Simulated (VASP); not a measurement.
Here is a VASP 6.6.1 calculation.

INCAR

```
SYSTEM = Li
ALGO = Normal
EDIFF = 1E-7
EDIFFG = -0.005
ENCUT = 600
IBRION = 2
ISIF = 3
ISMEAR = 1
LASPH = .True.
LCHARG = .False.
LREAL = .False.
LWAVE = .False.
NELM = 100
NSW = 80
PREC = Accurate
SIGMA = 0.1
```

KPOINTS

```
k-points
0
Gamma
  20 20 20
  0 0 0
```

The input POSCAR:

```
Li
1.0
    3.4500000000      0.0000000000      0.0000000000
    0.0000000000      3.4500000000      0.0000000000
    0.0000000000      0.0000000000      3.4500000000
Li
2
Direct
    0.0000000000      0.0000000000      0.0000000000
    0.5000000000      0.5000000000      0.5000000000
```

Potentials or basis: VASP PAW LDA potentials, release 64 (Li_sv).

The run is started by

```sh
$ cat potpaw_LDA.64/Li_sv/POTCAR > POTCAR
$ mpirun -np 1 vasp_std > vasp.out
```

Q: Estimate the relaxed cell.

A: a = 3.346 Å, b = 3.346 Å, c = 3.346 Å, α = 90.00°, β = 90.00°, γ = 90.00°.

Q: Predict the relaxed volume.

A: 18.73 Å³/atom.

Q: Estimate the band gap on the k mesh.

A: Zero (band 3 reaches 4.34 eV, above the bottom of band 4 at -0.31 eV).

Q: What does it give for the space group after relaxing (to 0.05 Å)?

A: Im-3m (No. 229).

Final structure:
```cif
data_structure
_symmetry_space_group_name_H-M 'P 1'
_symmetry_Int_Tables_number 1
_cell_length_a 3.3458
_cell_length_b 3.3458
_cell_length_c 3.3458
_cell_angle_alpha 90.000
_cell_angle_beta 90.000
_cell_angle_gamma 90.000
_cell_volume 37.46
loop_
_atom_site_label
_atom_site_type_symbol
_atom_site_fract_x
_atom_site_fract_y
_atom_site_fract_z
_atom_site_occupancy
Li1 Li 0.00000 0.00000 0.00000 1
Li2 Li 0.50000 0.50000 0.50000 1
```

Caveat: the cutoff is under 1.25 times the usual one of these potentials, so pressure, stress and relaxed cells hold a basis-set (Pulay) error.
